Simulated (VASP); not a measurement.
Set up this calculation in VASP 6.6.1, as the native input.

- Task: single point
- Functional: HSE06
- Potentials or basis: VASP PAW PBE potentials, release 64 (K_sv, I)
- Cutoff: 520 eV
- k mesh: 4 × 4 × 4
- Occupations: gaussian, width 0.01 eV
- Spin: no spin polarisation
- Dipole correction: no
- Grid for exact exchange (PRECFOCK): Normal
- Further INCAR settings: ALGO = Normal; EDIFF = 1e-06; NBANDS = 15
- Share of exact exchange: 0.25
- Screening parameter: 0.2079 1/Å

KI:

```
CELL_PARAMETERS angstrom
0.00000 3.54428 3.54428
3.54428 0.00000 3.54428
3.54428 3.54428 0.00000
ATOMIC_POSITIONS crystal
K 0.00000 0.00000 0.00000
I 0.50000 0.50000 0.50000
```

One way to write it, as run:

POSCAR

```
KI
1.0
    0.0000000000      3.5442843396      3.5442843396
    3.5442843396      0.0000000000      3.5442843396
    3.5442843396      3.5442843396      0.0000000000
K I
1 1
Direct
    0.0000000000      0.0000000000      0.0000000000
    0.5000000000      0.5000000000      0.5000000000
```

INCAR.step1

```
PREC     = Accurate       # precision mode
ENCUT    = 520            # plane-wave cutoff, eV
EDIFF    = 1E-5           # SCF threshold, eV
ISMEAR   = 0              # smearing method
SIGMA    = 0.01           # smearing width, eV
LREAL    = F              # projectors in reciprocal space
LASPH    = T              # aspherical terms in the spheres
NELM     = 80             # most SCF steps
ALGO     = Normal         # electronic algorithm
ISIF     = 2              # what is computed and relaxed
LWAVE    = T              # write WAVECAR
LCHARG   = F              # write CHGCAR
GGA      = PE             # functional
NBANDS   = 15             # bands
```

INCAR.step2

```
PREC     = Accurate       # precision mode
ENCUT    = 520            # plane-wave cutoff, eV
EDIFF    = 1E-6           # SCF threshold, eV
ISMEAR   = 0              # smearing method
SIGMA    = 0.01           # smearing width, eV
LREAL    = F              # projectors in reciprocal space
LASPH    = T              # aspherical terms in the spheres
NELM     = 80             # most SCF steps
ALGO     = Normal         # electronic algorithm
ISIF     = 2              # what is computed and relaxed
LWAVE    = F              # write WAVECAR
LCHARG   = F              # write CHGCAR
GGA      = PE             # functional
LHFCALC  = T              # exact exchange
HFSCREEN = 0.2079         # screening, 1/A
PRECFOCK = Normal       
ISTART   = 1            
NBANDS   = 15             # bands
```

KPOINTS

```
Automatic mesh
0
Gamma
  4 4 4
```

Potentials or basis: VASP PAW PBE potentials, release 64 (K_sv, I).

Run with:

```sh
$ cat potpaw_PBE.64/K_sv/POTCAR potpaw_PBE.64/I/POTCAR > POTCAR
$ cp INCAR.step1 INCAR
$ mpirun -np 1 vasp_std > vasp.out
$ cp INCAR.step2 INCAR
$ mpirun -np 1 vasp_std > vasp.out
```

Results of the run:

```
Pressure               : 0.3 GPa
Band gap on the k mesh : 4.93 eV
```

Caveat: the PAW data sets were made with another functional, which shifts forces and pressure a little; spin-orbit coupling is left out, which moves the levels of the heavy elements.

Run time: 6.2 min on 1 thread of Intel(R) Xeon(R) Platinum 8488C (Sapphire Rapids), on a shared host, peak memory 0.35 GiB.
